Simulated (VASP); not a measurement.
A run of VASP 6.6.1 is set up as follows.

File POSCAR:

```
SrO
1.0
    0.0000000000      2.3823418847      2.3823418847
    2.3823418847      0.0000000000      2.3823418847
    2.3823418847      2.3823418847      0.0000000000
Sr O
1 1
Direct
    0.5000000000      0.5000000000      0.5000000000
    0.0000000000      0.0000000000      0.0000000000
```

File INCAR.step1:

```
PREC = Accurate ; ENCUT = 520
ISMEAR = 0 ; SIGMA = 0.01
LREAL = F ; LASPH = T
NELM = 100 ; NBANDS = 15
GGA = PE ; ALGO = Normal
EDIFF = 1E-4 ; LWAVE = T
LCHARG = F
```

INCAR.step2

```
PREC = Accurate ; ENCUT = 520
EDIFF = 1E-7 ; ISMEAR = 0
SIGMA = 0.01 ; LREAL = F
LASPH = T ; NELM = 100
ALGO = Normal ; ISIF = 2
LWAVE = F ; LCHARG = F
METAGGA = R2SCAN ; LMIXTAU = T
IVDW = 12 ; VDW_S6 = 1.0
VDW_S8 = 0.78981345 ; VDW_A1 = 0.49484001
VDW_A2 = 5.73083694 ; NBANDS = 15
ISTART = 1
```

Contents of KPOINTS:

```
regular mesh
0
Gamma
  9 9 9
```

Potentials or basis: VASP PAW PBE potentials, release 64 (Sr_sv, O).

Run with:

```console
$ cat potpaw_PBE.64/Sr_sv/POTCAR potpaw_PBE.64/O/POTCAR > POTCAR
$ cp INCAR.step1 INCAR
$ mpirun -np 1 vasp_std > vasp.out
$ cp INCAR.step2 INCAR
$ mpirun -np 1 vasp_std > vasp.out
```

Problem. Predict the band gap on the k mesh.

Solution. 3.40 eV.

Problem. Predict the dispersion energy per atom.

Solution. -0.148 eV.

Problem. Estimate the pressure.

Solution. 38.0 GPa.

Caveat: the cell stands under pressure; the PAW data sets were made with another functional, which shifts forces and pressure a little; an odd mesh through Γ misses points on the zone boundary, where band edges can lie.
